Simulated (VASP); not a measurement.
Wanted: the native input for a VASP 6.6.1 run.

| Property | Result |
| --- | --- |
| Task | single point |
| Functional | r2SCAN |
| Potentials or basis | VASP PAW PBE potentials, release 64 (I) |
| Cutoff | 520 eV |
| k mesh | 18 × 18 × 18 |
| Occupations | gaussian, width 0.1 eV |
| Spin | no spin polarisation |
| Dipole correction | no |
| Further INCAR settings | ALGO = Normal; EDIFF = 1e-06; NBANDS = 10 |

Crystal: I.

```
I
1.0
    -1.61424    1.61424    3.92047
     1.61424   -1.61424    3.92047
     1.61424    1.61424   -3.92047
I
1
Direct
  0.00000 0.00000 0.00000
```

These files were run (other wordings do the same):

POSCAR

```
I
1.0
   -1.6142409343      1.6142409343      3.9204706362
    1.6142409343     -1.6142409343      3.9204706362
    1.6142409343      1.6142409343     -3.9204706362
I
1
Direct
    0.0000000000      0.0000000000      0.0000000000
```

INCAR.step1

```
SYSTEM = I
PREC = Accurate
ENCUT = 520
ISMEAR = 0
SIGMA = 0.1
LREAL = .False.
LASPH = .True.
NELM = 100
NBANDS = 10
GGA = PE
ALGO = Normal
EDIFF = 1E-4
LWAVE = .True.
LCHARG = .False.
```

INCAR.step2

```
SYSTEM = I
PREC = Accurate
ENCUT = 520
EDIFF = 1E-6
ISMEAR = 0
SIGMA = 0.1
LREAL = .False.
LASPH = .True.
NELM = 100
ALGO = Normal
ISIF = 2
LWAVE = .False.
LCHARG = .False.
METAGGA = R2SCAN
LMIXTAU = .True.
NBANDS = 10
ISTART = 1
```

KPOINTS

```
Automatic mesh
0
Gamma
  18 18 18
  0 0 0
```

Potentials or basis: VASP PAW PBE potentials, release 64 (I).

Launch:

```sh
$ cat potpaw_PBE.64/I/POTCAR > POTCAR
$ cp INCAR.step1 INCAR
$ mpirun -np 1 vasp_std > vasp.out
$ cp INCAR.step2 INCAR
$ mpirun -np 1 vasp_std > vasp.out
```

Results of the run:

- Pressure: -0.1 GPa

Caveat: the PAW data sets were made with another functional, which shifts forces and pressure a little; an odd number of electrons without spin polarisation forces a metal; a magnetic or distorted state may lie lower.

Run time: 10 min on 1 thread of Intel(R) Xeon(R) Platinum 8488C (Sapphire Rapids), with other jobs on the host, peak memory 0.35 GiB.
